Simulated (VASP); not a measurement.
Here is a VASP 6.6.1 calculation.

POSCAR

```
KCl
1.0
    0.0000000000      3.5072828541      3.5072828541
    3.5072828541      0.0000000000      3.5072828541
    3.5072828541      3.5072828541      0.0000000000
K Cl
1 1
Direct
    0.0000000000      0.0000000000      0.0000000000
    0.2500000000      0.2500000000      0.2500000000
```

Contents of INCAR.step1:

```
SYSTEM = KCl
PREC     = Accurate       ! precision mode
ENCUT    = 520            ! plane-wave cutoff, eV
EDIFF    = 1E-5           ! SCF threshold, eV
ISMEAR   = 0              ! smearing method
SIGMA    = 0.01           ! smearing width, eV
LREAL    = .FALSE.        ! projectors in reciprocal space
LASPH    = .TRUE.         ! aspherical terms in the spheres
NELM     = 80             ! most SCF steps
ALGO     = Normal         ! electronic algorithm
ISIF     = 2              ! what is computed and relaxed
LWAVE    = .TRUE.         ! write WAVECAR
LCHARG   = .FALSE.        ! write CHGCAR
GGA      = PE             ! functional
NBANDS   = 15             ! bands
```

Contents of INCAR.step2:

```
SYSTEM = KCl
PREC     = Accurate       ! precision mode
ENCUT    = 520            ! plane-wave cutoff, eV
EDIFF    = 1E-6           ! SCF threshold, eV
ISMEAR   = 0              ! smearing method
SIGMA    = 0.01           ! smearing width, eV
LREAL    = .FALSE.        ! projectors in reciprocal space
LASPH    = .TRUE.         ! aspherical terms in the spheres
NELM     = 80             ! most SCF steps
ALGO     = Normal         ! electronic algorithm
ISIF     = 2              ! what is computed and relaxed
LWAVE    = .FALSE.        ! write WAVECAR
LCHARG   = .FALSE.        ! write CHGCAR
GGA      = PE             ! functional
LHFCALC  = .TRUE.         ! exact exchange
AEXX     = 0.25           ! exact-exchange fraction
PRECFOCK = Normal       
ISTART   = 1            
NBANDS   = 15             ! bands
```

Contents of KPOINTS:

```
Automatic mesh
0
G
  4 4 4
  0 0 0
```

Potentials or basis: VASP PAW PBE potentials, release 64 (K_sv, Cl).

Launch:

```sh
$ cat potpaw_PBE.64/K_sv/POTCAR potpaw_PBE.64/Cl/POTCAR > POTCAR
$ cp INCAR.step1 INCAR
$ mpirun -np 1 vasp_std > vasp.out
$ cp INCAR.step2 INCAR
$ mpirun -np 1 vasp_std > vasp.out
```

(1) What does it give for the band gap on the k mesh?

(2) Predict the pressure.

## Answers

(1) 6.78 eV, indirect (least direct gap 6.81 eV).

(2) 0.1 GPa.

Caveat: the PAW data sets were made with another functional, which shifts forces and pressure a little.
